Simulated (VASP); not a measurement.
# IrAu (P6_3/mmc) in VASP: notebook, part 2 of 2

VASP 6.6.1. Earlier steps stand in the parts before.

### Step 3. Single point, PBE

This run uses another cell than the first one, of 19.14 Å³/atom, 1.187 times its volume.

Contents of INCAR:

```
PREC     = Accurate       # precision mode
ENCUT    = 520            # plane-wave cutoff, eV
EDIFF    = 1E-6           # SCF threshold, eV
ISMEAR   = 0              # smearing method
SIGMA    = 0.1            # smearing width, eV
LREAL    = F              # projectors in reciprocal space
LASPH    = T              # aspherical terms in the spheres
NELM     = 100            # most SCF steps
ALGO     = Normal         # electronic algorithm
ISIF     = 2              # what is computed and relaxed
LWAVE    = F              # write WAVECAR
LCHARG   = T              # write CHGCAR
GGA      = PE             # functional
LELF     = T              # ELF
LVHAR    = T            
NBANDS   = 28             # bands
```

Contents of KPOINTS:

```
regular mesh
0
Gamma
  6 6 4
```

Contents of POSCAR:

```
IrAu
1.0
    4.7444877600      0.0000000000      0.0000000000
   -2.3722438800      4.1088469300      0.0000000000
    0.0000000000      0.0000000000      3.9270752300
Ir Au
2 2
Direct
    0.3333333300      0.6666666700      0.2500000000
    0.6666666700      0.3333333300      0.7500000000
    0.0000000000      0.0000000000      0.0000000000
    0.0000000000      0.0000000000      0.5000000000
```

Potentials or basis: VASP PAW PBE potentials, release 64 (Ir, Au).

Started as:

```bash
$ cat potpaw_PBE.64/Ir/POTCAR potpaw_PBE.64/Au/POTCAR > POTCAR
$ mpirun -np 1 vasp_std > vasp.out
```

Run time: 45 s. Hardware: 1 thread of Intel Xeon 6975P-C, shared host; peak memory 0.21 GiB.

The run converged. Its results:

```yaml
Free_energy: -7.4867 eV
Pressure: 51.3 GPa
Band_gap_on_the_k_mesh: zero (band 20 reaches 7.15 eV, above the bottom of band 21 at 6.53 eV)
```

Stress tensor (GPa, compression positive):
```
-19.52   0.00   0.00
  0.00 -19.52   0.00
  0.00   0.00 192.87
```

Levels at points of the mesh, in eV from the Fermi level:
| k point | band 17 | band 18 | band 19 | band 20 | band 21 | band 22 | band 23 | band 24 |
| --- | --- | --- | --- | --- | --- | --- | --- | --- |
| (0.00, 0.00, 0.00) | -0.66 | -0.42 | -0.42 | 0.00 | 0.00 | 2.90 | 3.95 | 5.22 |
| (0.50, 0.00, 0.00) | -0.43 | -0.14 | -0.05 | -0.02 | 0.28 | 0.44 | 0.83 | 4.00 |
| (0.00, 0.00, 0.50) | -0.15 | -0.15 | 0.23 | 0.23 | 0.23 | 0.23 | 5.69 | 5.69 |
| (0.50, 0.00, 0.50) | -0.89 | -0.89 | -0.63 | -0.63 | -0.27 | -0.27 | 1.61 | 1.61 |

Caveat: the k points lie up to 0.40 Å⁻¹ apart; spin-orbit coupling is left out, which moves the levels of the heavy elements.

### Step 4. Single point, PBE, collinear spin, ferromagnetic start

Contents of INCAR:

```
  PREC = Accurate
  ENCUT = 520
  EDIFF = 1E-7
  ISMEAR = 0
  SIGMA = 0.1
  LREAL = F
  LASPH = T
  NELM = 150
  ALGO = Normal
  ISIF = 2
  LWAVE = F
  LCHARG = F
  ISPIN = 2
  MAGMOM = 1 1 0 0
  LORBIT = 11
  LMAXMIX = 4
  GGA = PE
  NBANDS = 32
```

Contents of KPOINTS:

```
Automatic mesh
0
Gamma
  6 6 2
```

Contents of POSCAR:

```
IrAu
1.0
    2.8159640227      0.0000000000      0.0000000000
   -1.4079820113      2.4386963798      0.0000000000
    0.0000000000      0.0000000000      9.3881519185
Ir Au
2 2
Direct
    0.3333333333      0.6666666667      0.2500000000
    0.6666666667      0.3333333333      0.7500000000
    0.0000000000      0.0000000000      0.0000000000
    0.0000000000      0.0000000000      0.5000000000
```

Started as:

```bash
$ cat potpaw_PBE.64/Ir/POTCAR potpaw_PBE.64/Au/POTCAR > POTCAR
$ mpirun -np 1 vasp_std > vasp.out
```

Run time: 82 s. Hardware: 1 thread of Intel Xeon 6975P-C, shared host; peak memory 0.24 GiB.

It converged, with:

| Property | Result |
| --- | --- |
| Free energy | -22.4463 eV |
| Pressure | 0.5 GPa |
| Net moment | 0.66 μB per cell |
| Site moments | Ir +0.30; Au +0.02 μB |
| Valence electrons inside the program's atomic spheres | Ir 8.03; Au 9.72 |

Stress tensor (GPa, compression positive):
```
0.35 0.00 0.00
0.00 0.35 0.00
0.00 0.00 0.72
```

Levels at points of the mesh, in eV from the Fermi level:
Spin up:
| k point | band 16 | band 17 | band 18 | band 19 | band 20 | band 21 | band 22 | band 23 | band 24 | band 25 |
| --- | --- | --- | --- | --- | --- | --- | --- | --- | --- | --- |
| (0.00, 0.00, 0.00) | -2.60 | -2.60 | -1.88 | -1.88 | -0.74 | -0.40 | -0.40 | 0.14 | 0.14 | 4.73 |
| (0.50, 0.00, 0.00) | -0.99 | 0.00 | 0.21 | 0.36 | 0.58 | 1.15 | 1.17 | 1.89 | 3.65 | 4.73 |
| (0.00, 0.00, 0.50) | -2.48 | -2.20 | -2.20 | -2.20 | -2.20 | -0.12 | -0.12 | -0.12 | -0.12 | 7.59 |
| (0.50, 0.00, 0.50) | -1.68 | -0.57 | -0.57 | 1.06 | 1.06 | 1.16 | 1.16 | 2.93 | 2.93 | 5.45 |
Spin down:
```csv
k point,band 16,band 17,band 18,band 19,band 20,band 21,band 22,band 23,band 24,band 25
"(0.00, 0.00, 0.00)",-2.39,-2.39,-1.74,-1.74,-0.72,-0.19,-0.19,0.34,0.34,4.83
"(0.50, 0.00, 0.00)",-0.90,0.18,0.25,0.50,0.60,1.38,1.40,1.93,3.78,4.77
"(0.00, 0.00, 0.50)",-2.40,-2.04,-2.04,-2.04,-2.04,0.09,0.09,0.09,0.09,7.66
"(0.50, 0.00, 0.50)",-1.57,-0.38,-0.38,1.10,1.10,1.39,1.39,3.03,3.03,5.51
```

Caveat: the k points lie up to 0.43 Å⁻¹ apart; spin-orbit coupling is left out, which moves the levels of the heavy elements.

### Step 5. Relaxation of cell and atoms, PBE

This run uses another cell than the first one, of 19.14 Å³/atom, 1.187 times its volume.

Contents of INCAR:

```
ALGO = Normal
EDIFF = 1E-6
EDIFFG = -0.04
ENCUT = 600
GGA = PE
IBRION = 2
ISIF = 3
ISMEAR = 0
LASPH = True
LCHARG = False
LREAL = False
LWAVE = False
NELM = 80
NSW = 90
PREC = Accurate
SIGMA = 0.1
```

Contents of KPOINTS:

```
k-points
0
Gamma
  6 6 4
```

Contents of POSCAR:

```
IrAu
1.0
    4.7444877600      0.0000000000      0.0000000000
   -2.3722438800      4.1088469300      0.0000000000
    0.0000000000      0.0000000000      3.9270752300
Ir Au
2 2
Direct
    0.3333333300      0.6666666700      0.2500000000
    0.6666666700      0.3333333300      0.7500000000
    0.0000000000      0.0000000000      0.0000000000
    0.0000000000      0.0000000000      0.5000000000
```

Started as:

```bash
$ cat potpaw_PBE.64/Ir/POTCAR potpaw_PBE.64/Au/POTCAR > POTCAR
$ mpirun -np 1 vasp_std > vasp.out
```

It took 15 min on 1 thread of Intel Xeon 6975P-C, shared host; peak memory 0.27 GiB.

The run converged. Its results:

```yaml
Free_energy: -20.5701 eV
Relaxed_volume: 16.29 Å³/atom
Relaxed_cell: a = 3.110 Å, b = 3.110 Å, c = 7.783 Å, α = 90.00°, β = 90.00°, γ = 120.00°
Space_group_after_relaxing_to_0.05_Å: P6_3/mmc (No. 194)
Energy_gained_by_relaxing: 3270.9 meV/atom
Ionic_steps: 29
Pressure_after_relaxing: 0.2 GPa
```

Stress tensor (GPa, compression positive):
```
0.13 0.00 0.00
0.00 0.13 0.00
0.00 0.00 0.21
```

The path:
```
step  energy change (eV)  largest force (eV/Å)  pressure (GPa)  volume (Å³)
   1              0.0000                0.0000           51.37        76.56
   2             -4.0877                0.0000          -31.80       127.51
   3             -9.3881                0.0000          -21.55       103.43
   4             -9.6356                0.0000          -21.09       101.18
   5             -9.7325                0.0000          -10.43        89.58
   6            -10.0247                0.0000          -18.92        96.23
   7            -10.0494                0.0000          -15.51        92.59
   8            -10.0794                0.0000          -16.96        93.83
   9            -11.7843                0.0000           16.42        69.97
  10            -11.9379                0.0000            4.24        74.12
  11            -12.1336                0.0000            0.06        75.51
  12            -12.2003                0.0000           -2.25        76.41
  13            -12.2552                0.0000           -5.62        77.81
  14            -12.3761                0.0000           -0.21        74.67
  15            -12.4035                0.0000           10.74        69.60
  16            -12.4288                0.0000           11.04        69.24
  17            -12.5315                0.0000           11.88        68.06
  18            -12.8895                0.0000           11.50        65.26
  19            -12.3951                0.0000           10.78        58.24
  20            -13.0072                0.0000           10.42        63.60
  21            -13.0023                0.0000            9.79        61.97
  22            -13.0111                0.0000            9.85        62.23
  23            -13.0629                0.0000            4.65        63.53
  24            -13.0823                0.0000           -0.60        65.06
  25            -13.0823                0.0000           -0.41        65.00
  26            -13.0829                0.0000           -0.27        65.04
  27            -13.0834                0.0000           -0.08        65.10
  28            -13.0836                0.0000            0.30        65.23
  29            -13.0837                0.0000            0.15        65.18
```

Final structure:
```
CELL_PARAMETERS angstrom
3.10974 0.00000 0.00000
-1.55487 2.69312 0.00000
0.00000 0.00000 7.78272
ATOMIC_POSITIONS crystal
Ir 0.33333 0.66667 0.25000
Ir 0.66667 0.33333 0.75000
Au 0.00000 0.00000 0.00000
Au 0.00000 0.00000 0.50000
```

Levels at points of the mesh, in eV from the Fermi level:
```csv
k point,band 17,band 18,band 19,band 20,band 21,band 22,band 23,band 24
"(0.00, 0.00, 0.00)",-1.47,-1.32,-1.32,-0.71,-0.71,0.71,0.71,2.39
"(0.50, 0.00, 0.00)",-0.28,0.04,0.05,0.30,0.84,0.92,1.01,2.36
"(0.00, 0.00, 0.50)",-1.63,-1.63,-0.50,-0.50,-0.12,-0.12,-0.12,-0.12
"(0.50, 0.00, 0.50)",-0.69,-0.69,-0.14,-0.14,0.31,0.31,2.19,2.19
```

Caveat: the k points lie up to 0.39 Å⁻¹ apart in the final cell; the bands computed are all filled at some k points, so no gap is given; spin-orbit coupling is left out, which moves the levels of the heavy elements.

### Step 6. Overview

```tsv
task	spin	cell	k mesh	cutoff (eV)	gap on the mesh (eV)	pressure (GPa)
single point	off	a = 2.816, b = 2.816, c = 9.388 Å, angles 90.0, 90.0, 120.0°, 4 atoms	6 × 6 × 4	520	none	-0.1
single point	off	a = 4.744, b = 4.744, c = 3.927 Å, angles 90.0, 90.0, 120.0°, 4 atoms	6 × 6 × 4	520	none	51.3
single point	collinear, ferromagnetic start	a = 2.816, b = 2.816, c = 9.388 Å, angles 90.0, 90.0, 120.0°, 4 atoms	6 × 6 × 2	520	none	0.5
relaxation of cell and atoms	off	relaxed from a = 4.744, b = 4.744, c = 3.927 Å, angles 90.0, 90.0, 120.0°, 4 atoms	6 × 6 × 4	600	-	0.2
```

Alike in all rows: level PBE; potentials or basis VASP PAW PBE potentials, release 64 (Ir, Au); smearing gaussian 0.1 eV.

Caveats: all runs use coarse meshes; spin-orbit coupling is left out, which moves the levels of the heavy elements; the bands computed are all filled at some k points, so no gap is given (some runs).

Total energies depend on the potentials used, so only differences within one code and one set of settings carry meaning.
